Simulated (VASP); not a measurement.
**Ta: single point with PBEsol**

Crystal: Ta.

```
CELL_PARAMETERS angstrom
-3.30256 -3.30256 3.30256
-3.30256 3.30256 -3.30256
3.30256 -3.30256 -3.30256
ATOMIC_POSITIONS crystal
Ta 0.50000 0.56813 0.56813
Ta 0.00000 0.50000 0.50000
Ta 0.50000 0.00000 0.50000
Ta 0.00000 0.00000 0.50000
Ta 0.50000 0.50000 0.00000
Ta 0.00000 0.50000 0.00000
Ta 0.50000 0.00000 0.00000
Ta 0.00000 0.00000 0.00000
```

This cell differs from its parent crystal: atom 1 (Ta) moved -0.450 Å along Cartesian [0 0 1].

```json
{"Program": "VASP 6.6.1", "Task": "single point", "Functional": "PBEsol", "Potentials or basis": "VASP PAW PBE potentials, release 64 (Ta_pv)", "Cutoff": "520 eV", "k mesh": "10 × 10 × 10", "Occupations": "gaussian, width 0.15 eV", "Spin": "no spin polarisation"}
```

| Quantity | Value |
| --- | --- |
| Pressure | -0.1 GPa |
| Largest force | 4.246 eV/Å |
| Band gap on the k mesh | zero (bands 44 and 45 overlap by 2.41 eV) |

Forces in eV/Å, atoms in the order of the input:
```
Ta   0.000  0.000  4.246
Ta   0.562  0.562 -0.765
Ta  -0.562  0.562 -0.765
Ta   0.000  0.000 -0.538
Ta   0.562 -0.562 -0.765
Ta   0.000  0.000 -0.538
Ta   0.000  0.000 -0.111
Ta  -0.562 -0.562 -0.765
```

Stress tensor (GPa, compression positive):
```
 0.40  0.00  0.00
 0.00  0.40  0.00
 0.00  0.00 -1.12
```

Levels at points of the mesh, in eV from the Fermi level:
```csv
k point,band 42,band 43,band 44,band 45,band 46,band 47
"(0.00, 0.00, 0.00)",0.63,1.44,1.54,1.54,1.56,1.70
"(0.50, 0.00, 0.00)",-0.57,-0.45,-0.27,-0.21,-0.05,0.85
"(0.00, 0.50, 0.00)",-0.63,-0.53,-0.32,-0.22,0.37,0.70
"(0.50, 0.50, 0.50)",-0.41,0.45,0.72,0.72,1.08,1.16
```

Wall time 14 min on 1 thread of Intel(R) Xeon(R) Platinum 8559C (Emerald Rapids), with other jobs on the host, peak memory 0.68 GiB.

Caveat: the cell differs from its parent crystal (atom 1 (Ta) moved -0.450 Å along Cartesian [0 0 1]); the PAW data sets were made with another functional, which shifts forces and pressure a little; spin-orbit coupling is left out, which moves the levels of the heavy elements.
